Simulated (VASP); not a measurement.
Wanted: the native input for a VASP 6.6.1 run.

* Task: single point
* Functional: PBE
* Potentials or basis: VASP PAW PBE potentials, release 64 (V_sv)
* Cutoff: 520 eV
* k mesh: 20 × 20 × 20
* Occupations: fermi-dirac, width 0.1 eV
* Spin: no spin polarisation
* Dipole correction: no
* Further INCAR settings: ALGO = Normal; EDIFF = 1e-06; NBANDS = 12

The structure of V lies in POSCAR:

```
V
1.0
   -1.4993360755      1.4993360755      1.4993360755
    1.4993360755     -1.4993360755      1.4993360755
    1.4993360755      1.4993360755     -1.4993360755
V
1
Direct
    0.0000000000      0.0000000000      0.0000000000
```

The input as run:

INCAR

```
SYSTEM = V
PREC = Accurate ; ENCUT = 520
EDIFF = 1E-6 ; ISMEAR = -1
SIGMA = 0.1 ; LREAL = .False.
LASPH = .True. ; NELM = 100
ALGO = Normal ; ISIF = 2
LWAVE = .False. ; LCHARG = .False.
GGA = PE ; NBANDS = 12
```

KPOINTS

```
Automatic mesh
0
Gamma
  20 20 20
  0 0 0
```

Potentials or basis: VASP PAW PBE potentials, release 64 (V_sv).

Launch:

```console
$ cat potpaw_PBE.64/V_sv/POTCAR > POTCAR
$ mpirun -np 1 vasp_std > vasp.out
```

Results of the run:

```json
{
 "Pressure": "0.2 GPa"
}
```

Run time: 17 s on 1 thread of Intel Xeon 6975P-C, on a shared host, peak memory 0.15 GiB.
